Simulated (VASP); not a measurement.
# Ga2Sb2CO in VASP: further runs

Ga2Sb2CO is run at these levels: PBE+D3(BJ); tasks: single point.

Program: VASP 6.6.1. These are calculated values, not measurements. Logs are shortened: lines on timing, memory, paths and dates and some standing lists are left out, and cuts for length are marked.

### 1 The cell of the first run

The cell holds a slab with vacuum, 6 atoms: a = 4.334 Å, b = 4.334 Å, c = 23.620 Å, α = 90.00°, β = 90.00°, γ = 120.00°.

### 2 Single point, PBE+D3(BJ)

INCAR reads:

```
  PREC = Accurate
  ENCUT = 520
  EDIFF = 1E-6
  ISMEAR = 0
  SIGMA = 0.1
  LREAL = False
  LASPH = True
  NELM = 120
  ALGO = Normal
  ISIF = 2
  LWAVE = False
  LCHARG = True
  LDIPOL = True
  IDIPOL = 3
  DIPOL = 0.5 0.5 0.352
  GGA = PE
  IVDW = 12
  LELF = True
  LVHAR = True
  LVACPOTAV = True
  NBANDS = 42
  GGA_COMPAT = False
  NELMDL = -8
```

KPOINTS reads:

```
Automatic mesh
0
Gamma
  6 6 1
```

POSCAR reads:

```
Ga2Sb2CO
1.0
    4.3343814647      0.0000000000      0.0000000000
   -2.1671907324      3.7536844581      0.0000000000
    0.0000000000      0.0000000000     23.6197422994
Sb Ga O C
2 2 1 1
Direct
    0.0000000000      0.0000000000      0.1693498578
    0.3333333333      0.6666666667      0.3259656336
    0.3333333333      0.6666666667      0.2068080104
    0.6666666667      0.3333333333      0.3585874135
    0.6666666667      0.3333333333      0.5025347927
    0.6666666667      0.3333333333      0.5512228768
```

Potentials or basis: VASP PAW PBE potentials, release 64 (Sb_d_GW, Ga_d, O, C).

Launch:

```console
> cat potpaw_PBE.64/Sb_d_GW/POTCAR potpaw_PBE.64/Ga_d/POTCAR potpaw_PBE.64/O/POTCAR potpaw_PBE.64/C/POTCAR > POTCAR
> mpirun -np 1 vasp_std > vasp.out
```

OUTCAR:

```text
PREC = Accurate
   ENCUT = 520
   EDIFF = 1E-6
   ISMEAR = 0
   LREAL = False
   LASPH = True
   NELM = 120
   ISIF = 2
   GGA = PE
   IVDW = 12
   NELMDL = -8
 IVDW          = 12

 ion  position               nearest neighbor table
   1  0.000  0.000  0.169-   3 2.65   3 2.65   3 2.65
   2  0.333  0.667  0.326-   4 2.62   4 2.62   4 2.62   3 2.81
   3  0.333  0.667  0.207-   1 2.65   1 2.65   1 2.65   2 2.81
   4  0.667  0.333  0.359-   2 2.62   2 2.62   2 2.62
   5  0.667  0.333  0.503-   6 1.15
   6  0.667  0.333  0.551-   5 1.15

  LATTYP: Found a hexagonal cell.
 ALAT       =     4.3343814647
 C/A-ratio  =     5.4493916818

  Lattice vectors:

 A1 = (   4.3343814647,   0.0000000000,   0.0000000000)
 A2 = (  -2.1671907324,   3.7536844581,   0.0000000000)
 A3 = (   0.0000000000,   0.0000000000,  23.6197422994)

Analysis of symmetry for initial positions (statically):
=====================================================================
 Subroutine PRICEL returns:
 Original cell was already a primitive cell.

 Routine SETGRP: Setting up the symmetry group for a
 hexagonal supercell.

 Subroutine GETGRP returns: Found  6 space group operations
 (whereof  6 operations were pure point group operations)
 out of a pool of 24 trial point group operations.

The static configuration has the point symmetry C_3v.

Analysis of symmetry for dynamics (positions and initial velocities):
=====================================================================
 Subroutine PRICEL returns:
 Original cell was already a primitive cell.

 Routine SETGRP: Setting up the symmetry group for a
 hexagonal supercell.

 Subroutine GETGRP returns: Found  6 space group operations
 (whereof  6 operations were pure point group operations)
 out of a pool of 24 trial point group operations.

The dynamic configuration has the point symmetry C_3v.

 Subroutine INISYM returns: Found  6 space group operations
 (whereof  6 operations are pure point group operations),
 and found     1 'primitive' translations

----------------------------------------------------------------------------------------

                                     Primitive cell

  volume of cell :     384.2909

  direct lattice vectors                    reciprocal lattice vectors
     4.334381465  0.000000000  0.000000000     0.230713427  0.133202459  0.000000000
    -2.167190732  3.753684458  0.000000000     0.000000000  0.266404918  0.000000000
     0.000000000  0.000000000 23.619742299     0.000000000  0.000000000  0.042337464

[... 81 lines left out ...]
   POTIM  = 0.5000    time-step for ionic-motion
   TEBEG  =    0.0;   TEEND  =   0.0 temperature during run
   PSTRESS=    0.0 pullay stress
   NELECT =      66.0000    total number of electrons
   NUPDOWN=      -1.0000    fix difference up-down
   EMIN   =  10.00;   EMAX   =-10.00  energy-range for DOS
   EFERMI =   0.00;   METHOD = LEGACY
   ISMEAR =     0;   SIGMA  =   0.10  broadening in eV -4-tet -1-fermi 0-gaus
   EFERMI_NEDOS =   21; number of points for ismear=-14 and -15
   IALGO  =     38    algorithm
   IMIX   =      4    mixing-type and parameters
     AMIX     =   0.40;   BMIX     =  1.00
     AMIX_MAG =   1.60;   BMIX_MAG =  1.00
  volume/ion in A,a.u.               =      64.05       432.22
  Fermi-wavevector in a.u.,A,eV,Ry     =   0.909989  1.719630 11.266711  0.828080
  Thomas-Fermi vector in A             =   2.034098
   LORBIT       =      0    0 simple, 1 ext, 2 COOP (PROOUT), +10 PAW based schemes
   GGA     = PE    functional components
   LHFCALC =     F    Hartree Fock is set to
   AEXX    =    0.0000 exact exchange contribution
   IVDW    =    12    specifies the selected vdW correction
   LEPSILON=     F    determine dielectric tensor
   LRPA    =     F    only Hartree local field effects (RPA)
 non-spin polarized calculation
 Gauss-broadening in eV      SIGMA  =   0.10
  energy-cutoff  :      520.00
  volume of cell :      384.29
 maximum number of plane-waves:     10378
   NGX = 17   NGY = 17   NGZ = 87

 dipolmoment           0.000000      0.000000      0.000062 electrons x Angstroem

 number of electron      66.0000001 magnetization

 dipolmoment           0.000000      0.000000     -0.122441 electrons x Angstroem

 Free energy of the ion-electron system (eV)
  ---------------------------------------------------
  ext. energy  EPLUGINS =         0.00000000
  ---------------------------------------------------
  free energy    TOTEN  =       -28.29586638 eV

  energy without entropy =      -28.28927106  energy(sigma->0) =      -28.29256872

 E-fermi :  -1.1503     XC(G=0):  -4.1979

 val. band max:       -1.1746374665   @ k =   0.0000   0.0000   0.0000
 cond. band min:      -1.1106898507   @ k =   0.3333   0.3333   0.0000
 fundamental gap:      0.0639476158
 Fermi energy:        -1.1502659941

 k-point     1 :       0.0000    0.0000    0.0000
  band No.  band energies     occupation
      1     -30.4336      2.00000
      2     -30.4226      2.00000
      3     -30.4226      2.00000
      4     -30.4075      2.00000
      5     -30.4075      2.00000
      6     -29.4259      2.00000
[... 304 lines left out ...]
     41       3.9987      0.00000
     42       4.3179      0.00000

------------------------ aborting loop because EDIFF is reached ----------------------------------------

 Edisp (eV)   -0.98449

 E8    (eV) :    -0.4590

  FORCE on cell =-STRESS in cart. coord.  units (eV):
  Direction    XX          YY          ZZ          XY          YZ          ZX
  --------------------------------------------------------------------------------------
  -------------------------------------------------------------------------------------
  Total      -0.03829    -0.03829    -1.05695     0.00000     0.00000     0.00000
  in kB      -0.15962    -0.15962    -4.40660     0.00000     0.00000     0.00000
  external pressure =       -1.58 kB  Pullay stress =        0.00 kB

 VOLUME and BASIS-vectors are now :
 -----------------------------------------------------------------------------
  energy-cutoff  :      520.00
  volume of cell :      384.29
      direct lattice vectors                 reciprocal lattice vectors
     4.334381465  0.000000000  0.000000000     0.230713427  0.133202459  0.000000000
    -2.167190732  3.753684458  0.000000000     0.000000000  0.266404918  0.000000000
     0.000000000  0.000000000 23.619742299     0.000000000  0.000000000  0.042337464

 POSITION                                       TOTAL-FORCE (eV/Angst)
 -----------------------------------------------------------------------------------
      0.00000      0.00000      4.00000        -0.000000      0.000000      0.184183
     -0.00000      2.50246      7.69922        -0.000000      0.000000      0.018770
     -0.00000      2.50246      4.88475         0.000000     -0.000000     -0.172239
      2.16719      1.25123      8.46974         0.000000     -0.000000     -0.053478
      2.16719      1.25123     11.86974        -0.000000      0.000000      0.728416
      2.16719      1.25123     13.01974        -0.000000      0.000000     -0.705651
 -----------------------------------------------------------------------------------
    total drift:                               -0.000001      0.000000      0.000712

  FREE ENERGIE OF THE ION-ELECTRON SYSTEM (eV)
  ---------------------------------------------------
  free  energy   TOTEN  =       -29.2803601427 eV

  energy  without entropy=      -29.2737648298  energy(sigma->0) =      -29.27706249

 vacuum level on the upper side and lower side of the slab         2.353         3.716
```

Run time: 5.1 min. Hardware: 1 thread of AMD EPYC 7R43 (Zen 3), shared host; peak memory 0.49 GiB.

What came out:

| Property | Result |
| --- | --- |
| Free energy | -29.2804 eV |
| Largest force | 0.728 eV/Å |
| Band gap on the k mesh | 0.06 eV (least direct gap 0.10 eV) |
| Dispersion energy per atom | -0.164 eV |

Forces in eV/Å, atoms in the order of the input:
```
Sb   0.000  0.000  0.184
Sb   0.000  0.000  0.019
Ga   0.000  0.000 -0.172
Ga   0.000  0.000 -0.053
O    0.000  0.000  0.728
C    0.000  0.000 -0.706
```

Caveat: spin-orbit coupling is left out, which moves the levels of the heavy elements.

### 3 Single point, PBE+D3(BJ)

Changes to INCAR since step 2:

```diff
@@ -11,3 +11,3 @@
   LWAVE = False
-  LCHARG = True
+  LCHARG = False
   LDIPOL = True
@@ -17,5 +17,2 @@
   IVDW = 12
-  LELF = True
-  LVHAR = True
-  LVACPOTAV = True
   NBANDS = 42
```

KPOINTS reads:

```
regular mesh
0
Gamma
  6 6 1
```

Changes to POSCAR since step 2:

```diff
@@ -12,3 +12,3 @@
     0.6666666667      0.3333333333      0.3585874135
-    0.6666666667      0.3333333333      0.5025347927
-    0.6666666667      0.3333333333      0.5512228768
+    1.3333333333      0.6666666667      0.5025347927
+    1.3333333333      0.6666666667      0.5512228768
```

Potentials or basis: VASP PAW PBE potentials, release 64 (Sb_d_GW, Ga_d, O, C).

Launch:

```console
> cat potpaw_PBE.64/Sb_d_GW/POTCAR potpaw_PBE.64/Ga_d/POTCAR potpaw_PBE.64/O/POTCAR potpaw_PBE.64/C/POTCAR > POTCAR
> mpirun -np 1 vasp_std > vasp.out
```

Run time: 5.5 min. Hardware: 1 thread of Intel Xeon Platinum 8375C at 2.90GHz (Ice Lake), shared host; peak memory 0.56 GiB.

The run converged. Its results:

| Item | Value |
| --- | --- |
| Free energy | -29.2856 eV |
| Largest force | 0.696 eV/Å |
| Band gap on the k mesh | 0.03 eV (least direct gap 0.16 eV) |
| Dispersion energy per atom | -0.164 eV |

Forces in eV/Å, atoms in the order of the input:
```
Sb   0.000  0.000  0.167
Sb   0.000  0.000 -0.035
Ga   0.000  0.000 -0.139
Ga   0.000  0.000  0.010
O    0.000  0.000  0.693
C    0.000  0.000 -0.696
```

Levels at points of the mesh, in eV from the valence-band top:
| k point | band 31 | band 32 | band 33 | band 34 | band 35 | band 36 |
| --- | --- | --- | --- | --- | --- | --- |
| (0.00, 0.00, 0.00) | -1.12 | 0.00 | 0.00 | 0.16 | 0.89 | 1.46 |
| (0.50, 0.00, 0.00) | -2.46 | -1.30 | -1.20 | 0.37 | 0.69 | 1.19 |

Caveat: spin-orbit coupling is left out, which moves the levels of the heavy elements.
